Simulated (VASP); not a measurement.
Wanted: the native input for a VASP 6.6.1 run.

| Property | Result |
| --- | --- |
| Task | single point |
| Functional | PBE |
| Dispersion | D3(BJ) |
| Potentials or basis | VASP PAW PBE potentials, release 64 (S, Pt) |
| Cutoff | 520 eV |
| k mesh | 9 × 9 × 1 |
| Occupations | gaussian, width 0.05 eV |
| Spin | no spin polarisation |
| Dipole correction | yes |
| Further INCAR settings | ALGO = Normal; EDIFF = 1e-07; NBANDS = 31 |

The structure of PtS2 lies in POSCAR:

```
PtS2
1.0
    3.5415278079      0.0000000000      0.0000000000
   -1.7707639039      3.0670530498      0.0000000000
    0.0000000000      0.0000000000     22.4670615492
S Pt
4 2
Direct
    0.6666666667      0.3333333333      0.2002932155
    0.3333333333      0.6666666667      0.3108341854
    1.0000000000      0.0000000000      0.4537100124
    1.3333333333     -0.3333333333      0.5642509823
    0.0000000000      0.0000000000      0.2555637004
    1.6666666667      0.3333333333      0.5089804974
```

This cell differs from its parent crystal: layers slid over each other.

The input as run:

INCAR

```
ALGO     = Normal         # electronic algorithm
DIPOL    = 0.5 0.5 0.382
EDIFF    = 1E-7           # SCF threshold, eV
ENCUT    = 520            # plane-wave cutoff, eV
GGA      = PE             # functional
IDIPOL   = 3            
ISIF     = 2              # what is computed and relaxed
ISMEAR   = 0              # smearing method
IVDW     = 12             # dispersion correction
LASPH    = True           # aspherical terms in the spheres
LCHARG   = True           # write CHGCAR
LDIPOL   = True         
LELF     = True           # ELF
LREAL    = False          # projectors in reciprocal space
LVACPOTAV= True         
LVHAR    = True         
LWAVE    = False          # write WAVECAR
NBANDS   = 31             # bands
NELM     = 100            # most SCF steps
PREC     = Accurate       # precision mode
SIGMA    = 0.05           # smearing width, eV
```

KPOINTS

```
k-points
0
Gamma
  9 9 1
```

Potentials or basis: VASP PAW PBE potentials, release 64 (S, Pt).

Launch:

```sh
$ cat potpaw_PBE.64/S/POTCAR potpaw_PBE.64/Pt/POTCAR > POTCAR
$ mpirun -np 1 vasp_std > vasp.out
```

It gave:

| Property | Result |
| --- | --- |
| Largest force | 0.102 eV/Å |
| Band gap on the k mesh | 1.41 eV (least direct gap 1.55 eV) |
| Dispersion energy per atom | -0.322 eV |

Caveat: the cell differs from its parent crystal (layers slid over each other); spin-orbit coupling is left out, which moves the levels of the heavy elements.

It took 5.9 min on 1 thread of Intel Xeon 8259CL, with other jobs on the host, peak memory 0.39 GiB.
